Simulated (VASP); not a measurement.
# Zr (P6_3/mmc) in VASP: notebook

Zr is run at these levels: PBE; tasks: single point, relaxation of cell and atoms.

Program: VASP 6.6.1. These are calculated values, not measurements. Logs are shortened: lines on timing, memory, paths and dates and some standing lists are left out, and cuts for length are marked.

## Step 1: The cell of the first run

Symmetry: P6_3/mmc, No. 194, hexagonal system. Conventional cell: a = 2.981 Å, b = 2.981 Å, c = 4.950 Å, α = 90.00°, β = 90.00°, γ = 120.00°. Zr (site symmetry -6m2) has 12 Zr at 2.98 to 3.01 Å within 3.9 Å.

## Step 2: Single point, PBE

Contents of INCAR:

```
SYSTEM = Zr
ALGO = Normal
EDIFF = 1E-7
ENCUT = 520
GGA = PE
ISIF = 2
ISMEAR = -1
LASPH = .TRUE.
LCHARG = .TRUE.
LELF = .TRUE.
LREAL = .FALSE.
LVHAR = .TRUE.
LWAVE = .FALSE.
NBANDS = 19
NELM = 60
PREC = Accurate
SIGMA = 0.08
```

Contents of KPOINTS:

```
k-points
0
G
  15 15 8
  0 0 0
```

Contents of POSCAR:

```
Zr
1.0
    2.9806223398      0.0000000000      0.0000000000
   -1.4903111699      2.5812946654      0.0000000000
    0.0000000000      0.0000000000      4.9504272997
Zr
2
Direct
    0.3333333333      0.6666666667      0.2500000000
    0.6666666667      0.3333333333      0.7500000000
```

Potentials or basis: VASP PAW PBE potentials, release 64 (Zr_sv).

Started as:

```console
$ cat potpaw_PBE.64/Zr_sv/POTCAR > POTCAR
$ mpirun -np 1 vasp_std > vasp.out
```

OUTCAR:

```text
SYSTEM = Zr
   EDIFF = 1E-7
   ENCUT = 520
   GGA = PE
   ISIF = 2
   ISMEAR = -1
   LASPH = .TRUE.
   LREAL = .FALSE.
   NELM = 60
   PREC = Accurate

 ion  position               nearest neighbor table
   1  0.333  0.667  0.250-   2 3.01   2 3.01   2 3.01   2 3.01   2 3.01   2 3.01
   2  0.667  0.333  0.750-   1 3.01   1 3.01   1 3.01   1 3.01   1 3.01   1 3.01

  LATTYP: Found a hexagonal cell.
 ALAT       =     2.9806223398
 C/A-ratio  =     1.6608703604

  Lattice vectors:

 A1 = (   2.9806223398,   0.0000000000,   0.0000000000)
 A2 = (  -1.4903111699,   2.5812946654,   0.0000000000)
 A3 = (   0.0000000000,   0.0000000000,   4.9504272997)

Analysis of symmetry for initial positions (statically):
=====================================================================
 Subroutine PRICEL returns:
 Original cell was already a primitive cell.

 Routine SETGRP: Setting up the symmetry group for a
 hexagonal supercell.

 Subroutine GETGRP returns: Found 24 space group operations
 (whereof 12 operations were pure point group operations)
 out of a pool of 24 trial point group operations.

The static configuration has the point symmetry D_3d.
 The point group associated with its full space group is D_6h.

Analysis of symmetry for dynamics (positions and initial velocities):
=====================================================================
 Subroutine PRICEL returns:
 Original cell was already a primitive cell.

 Routine SETGRP: Setting up the symmetry group for a
 hexagonal supercell.

 Subroutine GETGRP returns: Found 24 space group operations
 (whereof 12 operations were pure point group operations)
 out of a pool of 24 trial point group operations.

The dynamic configuration has the point symmetry D_3d.
 The point group associated with its full space group is D_6h.

 Subroutine INISYM returns: Found 24 space group operations
 (whereof 12 operations are pure point group operations),
 and found     1 'primitive' translations

----------------------------------------------------------------------------------------

                                     Primitive cell

  volume of cell :      38.0879

  direct lattice vectors                    reciprocal lattice vectors
     2.980622340  0.000000000  0.000000000     0.335500404  0.193701249  0.000000000
    -1.490311170  2.581294665  0.000000000     0.000000000  0.387402497  0.000000000
     0.000000000  0.000000000  4.950427300     0.000000000  0.000000000  0.202002765

  length of vectors
     2.980622340  2.980622340  4.950427300     0.387402497  0.387402497  0.202002765

  position of ions in fractional coordinates (direct lattice)
     0.333333333  0.666666667  0.250000000
     0.666666667  0.333333333  0.750000000

  ion indices of the primitive-cell ions
   primitive index   ion index
                 1           1
                 2           2

----------------------------------------------------------------------------------------

 KPOINTS: k-points

Automatic generation of k-mesh.
 Grid dimensions read from file:
 generate k-points for:   15   15    8

 Generating k-lattice:

  Cartesian coordinates                     Fractional coordinates (reciprocal lattice)
     0.022366694  0.012913417  0.000000000     0.066666667  0.000000000  0.000000000
     0.000000000  0.025826833  0.000000000     0.000000000  0.066666667  0.000000000
     0.000000000  0.000000000  0.025250346     0.000000000  0.000000000  0.125000000

  Length of vectors
     0.025826833  0.025826833  0.025250346

  Shift w.r.t. Gamma in fractional coordinates (k-lattice)
     0.000000000  0.000000000  0.000000000

 Subroutine IBZKPT returns following result:
 ===========================================

 Found    135 irreducible k-points:

 Following reciprocal coordinates:
            Coordinates               Weight
  0.000000  0.000000  0.000000      1.000000
  0.066667  0.000000  0.000000      6.000000
  0.133333  0.000000  0.000000      6.000000
  0.200000 -0.000000  0.000000      6.000000
  0.266667  0.000000  0.000000      6.000000
  0.333333 -0.000000  0.000000      6.000000
[... 16 lines left out ...]
  0.333333  0.200000  0.000000     12.000000
  0.400000  0.200000  0.000000      6.000000
 [... further k-points ...]
   k-points           NKPTS =    135   k-points in BZ     NKDIM =    135   number of bands    NBANDS=     19
   number of dos      NEDOS =    301   number of ions     NIONS =      2
   total plane-waves  NPLWV =  23040
   dimension x,y,z NGX =    24 NGY =   24 NGZ =   40
   dimension x,y,z NGXF=    48 NGYF=   48 NGZF=   80
   ions per type =               2
   NGX,Y,Z   is equivalent  to a cutoff of  13.39, 13.39, 13.43 a.u.
   NGXF,Y,Z  is equivalent  to a cutoff of  26.77, 26.77, 26.87 a.u.
 SYSTEM =  Zr
   PREC   = accura    normal or accurate (medium, high low for compatibility)
   ISTART =      0    job   : 0-new  1-cont  2-samecut
   ICHARG =      2    charge: 1-file 2-atom 10-const
   ISPIN  =      1    spin polarized calculation?
   LNONCOLLINEAR =      F non collinear calculations
   LSORBIT =      F    spin-orbit coupling
   LASPH  =      T    aspherical Exc in radial PAW
   ENCUT  =  520.0 eV  38.22 Ry    6.18 a.u.   5.54  5.54  9.20*2*pi/ulx,y,z
   NELM   =     60;   NELMIN=  2; NELMDL= -5     # of ELM steps
   EDIFF  = 0.1E-06   stopping-criterion for ELM
   LREAL  =      F    real-space projection
   EDIFFG = 0.1E-05   stopping-criterion for IOM
   NSW    =      0    number of steps for IOM
   IBRION =     -1    ionic relax: 0-MD 1-quasi-New 2-CG
   NFREE  =      0    steps in history (QN), initial steepest desc. (CG)
   ISIF   =      2    stress and relaxation
   ISYM   =      2    0-nonsym 1-usesym 2-fastsym
   POTIM  = 0.5000    time-step for ionic-motion
   TEBEG  =    0.0;   TEEND  =   0.0 temperature during run
   PSTRESS=    0.0 pullay stress
   NELECT =      24.0000    total number of electrons
   NUPDOWN=      -1.0000    fix difference up-down
   EMIN   =  10.00;   EMAX   =-10.00  energy-range for DOS
   EFERMI =   0.00;   METHOD = LEGACY
   ISMEAR =    -1;   SIGMA  =   0.08  broadening in eV -4-tet -1-fermi 0-gaus
   EFERMI_NEDOS =   21; number of points for ismear=-14 and -15
   IALGO  =     38    algorithm
   IMIX   =      4    mixing-type and parameters
     AMIX     =   0.40;   BMIX     =  1.00
     AMIX_MAG =   1.60;   BMIX_MAG =  1.00
  volume/ion in A,a.u.               =      19.04       128.51
  Fermi-wavevector in a.u.,A,eV,Ry     =   1.403512  2.652253 26.801386  1.969846
  Thomas-Fermi vector in A             =   2.526167
   LORBIT       =      0    0 simple, 1 ext, 2 COOP (PROOUT), +10 PAW based schemes
   GGA     = PE    functional components
[... 5 lines left out ...]
 non-spin polarized calculation
  energy-cutoff  :      520.00
  volume of cell :       38.09
 maximum number of plane-waves:      1051
 NGX is ok and might be reduce to    24
   NGX = 11   NGY = 11   NGZ = 19

 number of electron      24.0000000 magnetization

 Free energy of the ion-electron system (eV)
  ---------------------------------------------------
  ext. energy  EPLUGINS =         0.00000000
  ---------------------------------------------------
  free energy    TOTEN  =       -16.44102994 eV

  energy without entropy =      -16.40343443  energy(sigma->0) =      -16.42223219

 E-fermi :  11.3847     XC(G=0): -12.0285

 val. band max:       11.3847154667   @ k =   0.2000   0.0667   0.3750
 cond. band min:      11.3925038171   @ k =   0.2667   0.2667   0.0000
 fundamental gap:      0.0077883504
 Fermi energy:        11.3847479357

 k-point     1 :       0.0000    0.0000    0.0000
  band No.  band energies     occupation
      1     -37.1146      2.00000
      2     -36.8175      2.00000
      3     -15.9994      2.00000
      4     -14.4075      2.00000
      5     -14.4075      2.00000
      6     -14.2747      2.00000
[... 11 lines left out ...]
     18      14.2979      0.00000
     19      16.9328      0.00000

 k-point     2 :       0.0667    0.0000    0.0000
  band No.  band energies     occupation
      1     -37.1025      2.00000
      2     -36.8109      2.00000
      3     -15.9744      2.00000
      4     -14.4740      2.00000
      5     -14.4274      2.00000
      6     -14.2824      2.00000
[... 11 lines left out ...]
     18      14.1433      0.00000
     19      17.0445      0.00000

 k-point     3 :       0.1333    0.0000    0.0000
  band No.  band energies     occupation
      1     -37.0677      2.00000
      2     -36.7924      2.00000
      3     -15.9017      2.00000
      4     -14.6608      2.00000
      5     -14.4820      2.00000
      6     -14.4591      2.00000
[... 11 lines left out ...]
     18      13.7716      0.00000
     19      17.2901      0.00000

 k-point     4 :       0.2000   -0.0000    0.0000
  band No.  band energies     occupation
      1     -37.0149      2.00000
      2     -36.7660      2.00000
      3     -15.7876      2.00000
      4     -14.9320      2.00000
      5     -14.7223      2.00000
      6     -14.5589      2.00000
[... 11 lines left out ...]
     18      14.4243      0.00000
     19      17.5360      0.00000

 k-point     5 :       0.2667    0.0000    0.0000
  band No.  band energies     occupation
      1     -36.9515      2.00000
      2     -36.7376      2.00000
      3     -15.6426      2.00000
      4     -15.2372      2.00000
      5     -15.0095      2.00000
      6     -14.6433      2.00000
[... 11 lines left out ...]
     18      15.3346      0.00000
     19      17.7179      0.00000

 k-point     6 :       0.3333   -0.0000    0.0000
  band No.  band energies     occupation
      1     -36.8867      2.00000
      2     -36.7138      2.00000
      3     -15.5223      2.00000
      4     -15.4819      2.00000
      5     -15.2720      2.00000
      6     -14.7211      2.00000
[... 11 lines left out ...]
     18      16.3754      0.00000
     19      17.8278      0.00000

 k-point     7 :       0.4000    0.0000    0.0000
  band No.  band energies     occupation
      1     -36.8309      2.00000
      2     -36.6996      2.00000
      3     -15.7402      2.00000
      4     -15.4702      2.00000
      5     -15.3285      2.00000
      6     -14.7801      2.00000
[... 11 lines left out ...]
     18      17.4064      0.00000
     19      17.8830      0.00000

 k-point     8 :       0.4667   -0.0000    0.0000
  band No.  band energies     occupation
      1     -36.7966      2.00000
      2     -36.6954      2.00000
      3     -15.8577      2.00000
      4     -15.5764      2.00000
      5     -15.2226      2.00000
      6     -14.8119      2.00000
[... 256 lines left out ...]
 k-point    20 :       0.4000    0.1333    0.0000
  band No.  band energies     occupation
      1     -36.7795      2.00000
      2     -36.6942      2.00000
      3     -15.7867      2.00000
      4     -15.5140      2.00000
      5     -15.1688      2.00000
      6     -14.9566      2.00000
[... 11 lines left out ...]
     18      17.4964      0.00000
     19      19.5357      0.00000

 k-point    21 :       0.2000    0.2000    0.0000
  band No.  band energies     occupation
      1     -36.8706      2.00000
      2     -36.7085      2.00000
      3     -15.4412      2.00000
      4     -15.3827      2.00000
      5     -15.3393      2.00000
      6     -14.7940      2.00000
[... 11 lines left out ...]
     18      17.2766      0.00000
     19      17.4465      0.00000

 k-point    22 :       0.2667    0.2000    0.0000
  band No.  band energies     occupation
      1     -36.8169      2.00000
      2     -36.6963      2.00000
      3     -15.5569      2.00000
      4     -15.4183      2.00000
      5     -15.2903      2.00000
      6     -14.9357      2.00000
[... 11 lines left out ...]
     18      17.1732      0.00000
     19      18.6680      0.00000

 k-point    23 :       0.3333    0.2000    0.0000
  band No.  band energies     occupation
      1     -36.7743      2.00000
      2     -36.6937      2.00000
      3     -15.6749      2.00000
      4     -15.4444      2.00000
      5     -15.1537      2.00000
      6     -15.0606      2.00000
[... 11 lines left out ...]
     18      17.2878      0.00000
     19      19.6038      0.00000

 k-point    24 :       0.4000    0.2000    0.0000
  band No.  band energies     occupation
      1     -36.7562      2.00000
      2     -36.6959      2.00000
      3     -15.7161      2.00000
      4     -15.4458      2.00000
      5     -15.1134      2.00000
      6     -15.0874      2.00000
[... 11 lines left out ...]
     18      17.2062      0.00000
     19      19.8329      0.00000

 [... further k-points ...]
[... 5 lines left out ...]
  --------------------------------------------------------------------------------------
  -------------------------------------------------------------------------------------
  Total        6.1969637      6.1969637      6.1841017      0.0000000      0.0000000      0.0000000
  in kB      260.6767584    260.6767584    260.1357171      0.0000000      0.0000000      0.0000000
  external PRESSURE =     260.4964113 kB  Pullay stress =       0.0000000 kB

 VOLUME and BASIS-vectors are now :
 -----------------------------------------------------------------------------
  energy-cutoff  :      520.00
  volume of cell :       38.09
      direct lattice vectors                 reciprocal lattice vectors
     2.980622340  0.000000000  0.000000000     0.335500404  0.193701249  0.000000000
    -1.490311170  2.581294665  0.000000000     0.000000000  0.387402497  0.000000000
     0.000000000  0.000000000  4.950427300     0.000000000  0.000000000  0.202002765

 POSITION                                       TOTAL-FORCE (eV/Angst)
 -----------------------------------------------------------------------------------
     -0.00000      1.72086      1.23761        -0.000000      0.000000      0.000000
      1.49031      0.86043      3.71282         0.000000     -0.000000      0.000000
 -----------------------------------------------------------------------------------
    total drift:                               -0.000000      0.000000     -0.000000

  FREE ENERGIE OF THE ION-ELECTRON SYSTEM (eV)
  ---------------------------------------------------
  free  energy   TOTEN  =       -16.4410299397 eV

  energy  without entropy=      -16.4034344303  energy(sigma->0) =      -16.42223219
```

It took 28 s on 1 thread of Intel Xeon 6975P-C (Granite Rapids), shared host; peak memory 0.21 GiB.

Results:

| Property | Result |
| --- | --- |
| Free energy | -16.4410 eV |
| Pressure | 26.0 GPa |
| Band gap on the k mesh | zero (band 12 reaches 12.51 eV, above the bottom of band 13 at 11.04 eV) |

## Step 3: Single point, PBE

Contents of INCAR:

```
SYSTEM = Zr
PREC     = Accurate       ! precision mode
ENCUT    = 520            ! plane-wave cutoff, eV
EDIFF    = 1E-6           ! SCF threshold, eV
ISMEAR   = -1             ! smearing method
SIGMA    = 0.08           ! smearing width, eV
LREAL    = .FALSE.        ! projectors in reciprocal space
LASPH    = .TRUE.         ! aspherical terms in the spheres
NELM     = 80             ! most SCF steps
ALGO     = Normal         ! electronic algorithm
ISIF     = 2              ! what is computed and relaxed
LWAVE    = .FALSE.        ! write WAVECAR
LCHARG   = .FALSE.        ! write CHGCAR
GGA      = PE             ! functional
NBANDS   = 19             ! bands
```

Contents of KPOINTS:

```
Automatic mesh
0
G
  15 15 8
  0 0 0
```

Contents of POSCAR:

```
Zr
1.0
    2.9808590888      0.0000000000      0.0000000000
   -1.4904295444      2.5814996960      0.0000000000
    0.0000000000      0.0000000000      4.9507035655
Zr
2
Direct
    0.3333333333      0.6666666667      0.2500000000
    0.6666666667      0.3333333333      0.7500000000
```

Potentials or basis: VASP PAW PBE potentials, release 64 (Zr_sv).

Started as:

```console
$ cat potpaw_PBE.64/Zr_sv/POTCAR > POTCAR
$ mpirun -np 1 vasp_std > vasp.out
```

It took 26 s on 1 thread of Intel Xeon 6975P-C (Granite Rapids), shared host; peak memory 0.21 GiB.

Results (log left out):

```yaml
Free_energy: -16.4424 eV
Pressure: 26.0 GPa
Band_gap_on_the_k_mesh: zero (band 12 reaches 12.51 eV, above the bottom of band 13 at 11.04 eV)
```

Levels at points of the mesh, in eV from the Fermi level:
| k point | band 10 | band 11 | band 12 | band 13 | band 14 | band 15 |
| --- | --- | --- | --- | --- | --- | --- |
| (0.00, 0.00, 0.00) | -3.54 | 0.66 | 0.97 | 0.97 | 1.76 | 1.76 |
| (0.00, 0.00, 0.50) | -4.00 | -0.13 | -0.13 | 0.94 | 0.94 | 0.94 |

## Step 4: Relaxation of cell and atoms, PBE, target pressure 26 GPa, at which the enthalpy is minimised

Contents of INCAR:

```
SYSTEM = Zr
PREC = Accurate
ENCUT = 600
EDIFF = 1E-7
ISMEAR = -1
SIGMA = 0.08
LREAL = .False.
LASPH = .True.
NELM = 80
ALGO = Normal
ISIF = 3
LWAVE = .False.
LCHARG = .False.
GGA = PE
IBRION = 2
NSW = 32
EDIFFG = -0.005
PSTRESS = 260.0
```

Contents of KPOINTS:

```
Automatic mesh
0
Gamma
  15 15 8
  0 0 0
```

Contents of POSCAR:

```
Zr
1.0
    2.9806223398      0.0000000000      0.0000000000
   -1.4903111699      2.5812946654      0.0000000000
    0.0000000000      0.0000000000      4.9504272997
Zr
2
Direct
    0.3333333333      0.6666666667      0.2500000000
    0.6666666667      0.3333333333      0.7500000000
```

Started as:

```console
$ cat potpaw_PBE.64/Zr_sv/POTCAR > POTCAR
$ mpirun -np 1 vasp_std > vasp.out
```

Run time: 2 min. Hardware: 1 thread of Intel Xeon 6975P-C, shared host; peak memory 0.22 GiB.

It converged, with:

```yaml
Free_energy: -16.4434 eV
Relaxed_volume: 19.05 Å³/atom
Relaxed_cell: a = 2.981 Å, b = 2.981 Å, c = 4.951 Å, α = 90.00°, β = 90.00°, γ = 120.00°
Space_group_after_relaxing_to_0.05_Å: P6_3/mmc (No. 194)
Energy_change_on_relaxing_the_enthalpy_is_what_falls: -1.1 meV/atom
Ionic_steps: 3
Pressure_after_relaxing: 26.0 GPa
Band_gap_on_the_k_mesh: zero (band 12 reaches 12.51 eV, above the bottom of band 13 at 11.03 eV)
```

The path:
```csv
step,energy change (eV),largest force (eV/Å),pressure (GPa),volume (Å³)
1,0.0000,0.0000,26.05,38.09
2,-0.0056,0.0000,25.90,38.12
3,-0.0021,0.0000,25.99,38.10
```

Final structure:
```
Zr
1.0
     2.98108    0.00000    0.00000
    -1.49054    2.58169    0.00000
     0.00000    0.00000    4.95061
Zr
2
Direct
  0.33333 0.66667 0.25000
  0.66667 0.33333 0.75000
```

Levels at points of the mesh, in eV from the Fermi level:
```csv
k point,band 9,band 10,band 11,band 12,band 13,band 14,band 15,band 16
"(0.00, 0.00, 0.00)",-5.86,-3.54,0.66,0.97,0.97,1.76,1.76,1.81
"(0.00, 0.00, 0.50)",-4.00,-4.00,-0.13,-0.13,0.94,0.94,0.94,0.94
```

Caveat: the cell is relaxed towards a set pressure, so the enthalpy falls and the energy may rise.

(Continued in part 2 of 2.)
